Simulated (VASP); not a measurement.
CuI, 2 atoms in the cell. Symmetry: F-43m, No. 216, cubic system. The conventional cell has a = 6.103 Å, b = 6.103 Å, c = 6.103 Å, α = 90.00°, β = 90.00°, γ = 90.00°. Within 3.5 Å of I (site symmetry -43m) lie 4 Cu at 2.64 Å. Within 3.5 Å of Cu (site symmetry -43m) lie 4 I at 2.64 Å. 

```yaml
Program: VASP 6.6.1
Task: single point
Functional: PBE
Dispersion: D3(BJ)
Potentials_or_basis: VASP PAW PBE potentials, release 64 (I, Cu)
Cutoff: 520 eV
k_mesh: 8 × 8 × 8
Occupations: fermi-dirac, width 0.05 eV
Spin: no spin polarisation
Dipole_correction: no
Further_INCAR_settings: ALGO = Normal; EDIFF = 1e-06; NBANDS = 16
```

Potentials or basis: VASP PAW PBE potentials, release 64 (I, Cu).

Run with:

```console
$ cat potpaw_PBE.64/I/POTCAR potpaw_PBE.64/Cu/POTCAR > POTCAR
$ mpirun -np 1 vasp_std > vasp.out
```

Hardware: 1 thread of Intel(R) Xeon(R) Platinum 8488C (Sapphire Rapids), with other jobs on the host.

Problem. Estimate the wall time of this run.

Solution. Run time: 12 s on 1 thread of Intel(R) Xeon(R) Platinum 8488C (Sapphire Rapids) (shared host), peak memory 0.19 GiB. Counts: scf iterations 13, k points 29.
